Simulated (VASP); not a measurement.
Write the native input for VASP 6.6.1 that does the following.

```
Task                               : single point
Functional                         : PBE-based screened hybrid
Potentials or basis                : VASP PAW PBE potentials, release 64 (Ga_d, N)
Cutoff                             : 520 eV
k mesh                             : 6 × 6 × 6
Occupations                        : gaussian, width 0.01 eV
Spin                               : no spin polarisation
Dipole correction                  : no
Grid for exact exchange (PRECFOCK) : Normal
Share of exact exchange            : 0.05
Further INCAR settings             : ALGO = Normal; EDIFF = 1e-06; NBANDS = 16
Screening parameter                : 0.1 1/Å
```

The system is GaN.

```
Ga N
1.0
     0.00000    2.10852    2.10852
     2.10852    0.00000    2.10852
     2.10852    2.10852    0.00000
Ga N
1 1
Direct
  0.50000 0.50000 0.50000
  0.00000 0.00000 0.00000
```

These files were run (other wordings do the same):

POSCAR

```
GaN
1.0
    0.0000000000      2.1085153689      2.1085153689
    2.1085153689      0.0000000000      2.1085153689
    2.1085153689      2.1085153689      0.0000000000
Ga N
1 1
Direct
    0.5000000000      0.5000000000      0.5000000000
    0.0000000000      0.0000000000      0.0000000000
```

INCAR.step1

```
SYSTEM = GaN
PREC = Accurate
ENCUT = 520
EDIFF = 1E-5
ISMEAR = 0
SIGMA = 0.01
LREAL = .FALSE.
LASPH = .TRUE.
NELM = 60
ALGO = Normal
ISIF = 2
LWAVE = .TRUE.
GGA = PE
NBANDS = 16
```

INCAR.step2

```
SYSTEM = GaN
PREC = Accurate
ENCUT = 520
EDIFF = 1E-6
ISMEAR = 0
SIGMA = 0.01
LREAL = .FALSE.
LASPH = .TRUE.
NELM = 60
ALGO = Normal
ISIF = 2
LWAVE = .FALSE.
LCHARG = .TRUE.
GGA = PE
LHFCALC = .TRUE.
AEXX = 0.05
HFSCREEN = 0.1
PRECFOCK = Normal
LELF = .TRUE.
LVHAR = .TRUE.
ISTART = 1
NBANDS = 16
```

KPOINTS

```
regular mesh
0
G
  6 6 6
  0 0 0
```

Potentials or basis: VASP PAW PBE potentials, release 64 (Ga_d, N).

Run with:

```bash
$ cat potpaw_PBE.64/Ga_d/POTCAR potpaw_PBE.64/N/POTCAR > POTCAR
$ cp INCAR.step1 INCAR
$ mpirun -np 1 vasp_std > vasp.out
$ cp INCAR.step2 INCAR
$ mpirun -np 1 vasp_std > vasp.out
```

It gave:

```yaml
Pressure: 7.0 GPa
Band_gap_on_the_k_mesh: 0.92 eV, indirect (least direct gap 3.15 eV)
```

Caveat: the k points lie up to 0.43 Å⁻¹ apart; the PAW data sets were made with another functional, which shifts forces and pressure a little.

It took 15 min on 1 thread of Intel(R) Xeon(R) 6975P-C (Granite Rapids), on a shared host, peak memory 0.24 GiB.
